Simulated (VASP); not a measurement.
Input of a VASP 6.6.1 run:

The input INCAR:

```
PREC     = Accurate       # precision mode
ENCUT    = 520            # plane-wave cutoff, eV
EDIFF    = 1E-6           # SCF threshold, eV
ISMEAR   = -1             # smearing method
SIGMA    = 0.05           # smearing width, eV
LREAL    = F              # projectors in reciprocal space
LASPH    = T              # aspherical terms in the spheres
NELM     = 80             # most SCF steps
ALGO     = Normal         # electronic algorithm
ISIF     = 2              # what is computed and relaxed
LWAVE    = F              # write WAVECAR
LCHARG   = T              # write CHGCAR
GGA      = PE             # functional
LELF     = T              # ELF
LVHAR    = T            
NBANDS   = 10             # bands
```

The input KPOINTS:

```
Automatic mesh
0
Gamma
  15 15 15
```

POSCAR

```
Cl
1.0
    0.0000000000      1.9512459788      1.9512459788
    1.9512459788      0.0000000000      1.9512459788
    1.9512459788      1.9512459788      0.0000000000
Cl
1
Direct
    0.0000000000      0.0000000000      0.0000000000
```

Potentials or basis: VASP PAW PBE potentials, release 64 (Cl).

Command:

```sh
$ cat potpaw_PBE.64/Cl/POTCAR > POTCAR
$ mpirun -np 1 vasp_std > vasp.out
```

Question: What does it give for the pressure?

Answer: 26.9 GPa.

Caveat: an odd number of electrons without spin polarisation forces a metal; a magnetic or distorted state may lie lower.
